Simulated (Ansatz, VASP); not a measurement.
This is a calculation of Pb for VASP 6.6.1.

File POSCAR:

```
Pb
1.0
    0.0000000000      3.3925213842      3.3925213842
    3.3925213842      0.0000000000      3.3925213842
    3.3925213842      3.3925213842      0.0000000000
Pb
2
Direct
    0.2500000000      0.2500000000      0.2500000000
    0.0000000000      0.0000000000      0.0000000000
```

Contents of INCAR.step1:

```
PREC = Accurate ; ENCUT = 520
ISMEAR = -1 ; SIGMA = 0.05
LREAL = F ; LASPH = T
NELM = 80 ; NBANDS = 21
GGA = PE ; ALGO = Normal
EDIFF = 1E-4 ; LWAVE = T
LCHARG = F
```

File INCAR.step2:

```
PREC = Accurate ; ENCUT = 520
EDIFF = 1E-6 ; ISMEAR = -1
SIGMA = 0.05 ; LREAL = F
LASPH = T ; NELM = 80
ALGO = Normal ; ISIF = 2
LWAVE = F ; LCHARG = F
METAGGA = R2SCAN ; LMIXTAU = T
NBANDS = 21 ; ISTART = 1
```

The input KPOINTS:

```
regular mesh
0
Gamma
  7 7 7
```

Potentials or basis: VASP PAW PBE potentials, release 64 (Pb_d).

Run with:

```console
$ cat potpaw_PBE.64/Pb_d/POTCAR > POTCAR
$ cp INCAR.step1 INCAR
$ mpirun -np 1 vasp_std > vasp.out
$ cp INCAR.step2 INCAR
$ mpirun -np 1 vasp_std > vasp.out
```

Problem. Set up the same calculation for Ansatz 0.2.0. Potentials there: Ansatz PAW.

Solution. As run (the cutoff follows the program's own potentials):

File input.yaml:

```yaml
crystal:
  lattice:
    - [0.0, 3.3925213842, 3.3925213842]
    - [3.3925213842, 0.0, 3.3925213842]
    - [3.3925213842, 3.3925213842, 0.0]
  atoms:
    - { symbol: Pb, position: [0.25, 0.25, 0.25] }
    - { symbol: Pb, position: [0.0, 0.0, 0.0] }
hamiltonian:
  xc: r2scan
  pseudopotentials: { kind: paw }
kpoints:
  mp_grid: { grid: [7, 7, 7] }
scf:
  occupations: { method: fermi_dirac, width: 0.05 }
output:
  forces: true
  stress: true
  eigenvalues: true
```

Potentials or basis: Ansatz PAW.

The run is started by

```console
$ ansatz run input.yaml --threads 2 --pin off --max-ram 5632MiB --backend cpu --events-out ev --progress --plain --runs-dir out
```

Both were run:

|  | VASP | Ansatz | Ansatz less VASP |
| --- | --- | --- | --- |
| gap on the k mesh at the Fermi level (eV) | none | none | - |
| pressure (GPa) | 2.6 | 2.6 | +0.01 |

VASP's potentials were made for PBE, not for r2SCAN. A gap of «none» marks a metal or a gap that the smearing closes.

Spin-orbit coupling is off throughout.
